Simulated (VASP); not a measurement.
Runs of VASP 6.6.1 on BN (Qingsongite). The structure is that of space group F-43m (No. 216), or close to it. The cells are those of the table. 

```tsv
task	level	potentials or basis	cell	cutoff (eV)	second run	gap on the mesh (eV)	pressure (GPa)
relaxation of cell and atoms	PBE	VASP PAW PBE potentials, release 64 (B, N)	relaxed from a = 2.556 Å, angles 60.0°, 2 atoms	600	-	4.45	0.0
single point	LDA	VASP PAW LDA potentials, release 64 (B, N)	a = 2.532 Å, angles 60.0°, 2 atoms	520	-	4.38	1.0
single point	r2SCAN	VASP PAW PBE potentials, release 64 (B_h, N_h)	a = 2.552 Å, angles 60.0°, 2 atoms	910	hard_potentials	(a)	(b)
single point	r2SCAN	VASP PAW PBE potentials, release 64 (B, N)	a = 2.552 Å, angles 60.0°, 2 atoms	520	-	4.98	1.1
single point	PBE	VASP PAW PBE potentials, release 64 (B, N)	a = 2.563 Å, angles 60.0°, 2 atoms	520	-	4.45	0.2
```

Alike in all rows: no spin polarisation; k mesh 10 × 10 × 10; smearing gaussian 0.01 eV.

Problem. Estimate the missing entries.

Solution. (a) 5.00; (b) -0.5.

Caveats: the PAW data sets were made with another functional, which shifts forces and pressure a little (some runs); the cutoff is under 1.25 times the usual one of these potentials, so pressure, stress and relaxed cells hold a basis-set (Pulay) error (some runs).

A k mesh can miss the band edges.
